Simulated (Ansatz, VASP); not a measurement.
## Two plane-wave programs on B5Pt

File INCAR:

```
  PREC = Accurate
  ENCUT = 600
  EDIFF = 1E-6
  ISMEAR = 0
  SIGMA = 0.1
  LREAL = F
  LASPH = T
  NELM = 100
  ALGO = Normal
  ISIF = 3
  LWAVE = F
  LCHARG = F
  GGA = PE
  IBRION = 2
  NSW = 90
  EDIFFG = -0.04
```

Contents of KPOINTS:

```
regular mesh
0
Gamma
  3 3 8
```

The input POSCAR:

```
B5Pt
1.0
    5.7794762523      0.0000000000      0.0000000000
   -2.8897381262      5.0051732551      0.0000000000
    0.0000000000      0.0000000000      2.2523117543
B Pt
5 1
Direct
    0.3333333333      0.6666666667      0.5000000000
    0.6666666667      0.3333333333      0.5000000000
    0.5000000000      0.0000000000      0.5000000000
    0.0000000000      0.5000000000      0.5000000000
    0.5000000000      0.5000000000      0.5000000000
    0.0000000000      0.0000000000      0.0000000000
```

Input for Ansatz:

```yaml
crystal:
  lattice:
    - [5.7794762523, 0.0, 0.0]
    - [-2.8897381262, 5.0051732551, 0.0]
    - [0.0, 0.0, 2.2523117543]
  atoms:
    - { symbol: B, position: [0.3333333333, 0.6666666667, 0.5] }
    - { symbol: B, position: [0.6666666667, 0.3333333333, 0.5] }
    - { symbol: B, position: [0.5, 0.0, 0.5] }
    - { symbol: B, position: [0.0, 0.5, 0.5] }
    - { symbol: B, position: [0.5, 0.5, 0.5] }
    - { symbol: Pt, position: [0.0, 0.0, 0.0] }
basis:
  ecutwfc: 420
kpoints:
  mp_grid: { grid: [3, 3, 8] }
hamiltonian:
  xc: pbe
scf:
  occupations: { method: gaussian, width: 0.1 }
  lower_state_search: "off"
output:
  forces: true
  stress: true
  eigenvalues: true
relax:
  adjacent_minimum: "off"
  f_tol: 0.04
  max_steps: 70
  cell: { stress_tol: 0.4 }
```

Alike in both runs: task relaxation of cell and atoms; functional PBE; k mesh 3 × 3 × 8; occupations gaussian, width 0.1 eV; no spin polarisation.

|  | VASP | Ansatz |
| --- | --- | --- |
| version | VASP 6.6.1 | Ansatz 0.2.0 |
| potentials or method | VASP PAW PBE potentials, release 64 (B, Pt), cutoff 600 eV | scalar-relativistic, plane waves, PAW |
| valence electrons in the cell | 25 | 33 |

Ansatz gave:

```
gap on the k mesh at the Fermi level, each at its own relaxed structure (eV) : none
relaxed volume (Å³/atom)                                                     : 10.99
relaxed cell length with the largest relative difference (Å)                 : 2.373
```

Problem. Estimate VASP's values.

Solution. gap on the k mesh at the Fermi level, each at its own relaxed structure (eV): none; relaxed volume (Å³/atom): 11.00; relaxed cell length with the largest relative difference (Å): 2.365.

A gap of «none» marks a metal or a gap that the smearing closes. VASP's potentials hold 25 valence electrons a cell and Ansatz's 33, so a difference there can come from the potentials and not from the codes.

The k mesh is coarse, so the values compare programs but aren't converged. Neither program's run includes spin-orbit coupling.
